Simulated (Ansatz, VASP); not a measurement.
**MnO in VASP and in Ansatz**

```xyz
2
Lattice="0.0000 2.2239 2.2239 2.2239 0.0000 2.2239 2.2239 2.2239 0.0000" Properties=species:S:1:pos:R:3 pbc="T T T"
Mn    0.0000    0.0000    0.0000
O     2.2239    2.2239    2.2239
```

Alike in both runs: functional r2SCAN; k mesh 10 × 10 × 10; occupations fermi-dirac, width 0.05 eV; collinear spin; Hubbard terms Mn d U = 8.0 eV.

|  | VASP | Ansatz |
| --- | --- | --- |
| version | VASP 6.6.1 | Ansatz 0.2.0 |
| potentials or method | VASP PAW PBE potentials, release 64 (Mn_pv, O) | Ansatz PAW |
| plane-wave cutoff (eV) | 520 | 500 |
| valence electrons in the cell | 19 | 21 |
| task | single point | band structure |

Ansatz gave:

```
gap on the k mesh at the Fermi level (eV)                     : 1.25
least direct gap on the mesh (eV)                             : 3.05
pressure (GPa)                                                : 8.9
net moment per atom (μB)                                      : 2.50
size of the moment on the site where the two differ most (μB) : 4.38
```

Q: What did VASP give for the same quantities?

A: gap on the k mesh at the Fermi level (eV): 1.56; least direct gap on the mesh (eV): 3.25; pressure (GPa): 5.2; net moment per atom (μB): 2.50; size of the moment on the site where the two differ most (μB): 4.75.

VASP's potentials were made for PBE, not for r2SCAN. Site moments also hang on the region over which each program counts them. The programs project onto different local orbitals, so the same U acts differently, and such runs can settle in different states. VASP's potentials hold 19 valence electrons a cell and Ansatz's 21, so a difference there can come from the potentials and not from the codes.

Noted on Ansatz's run: the magnetic or orbital state may not be the lowest.
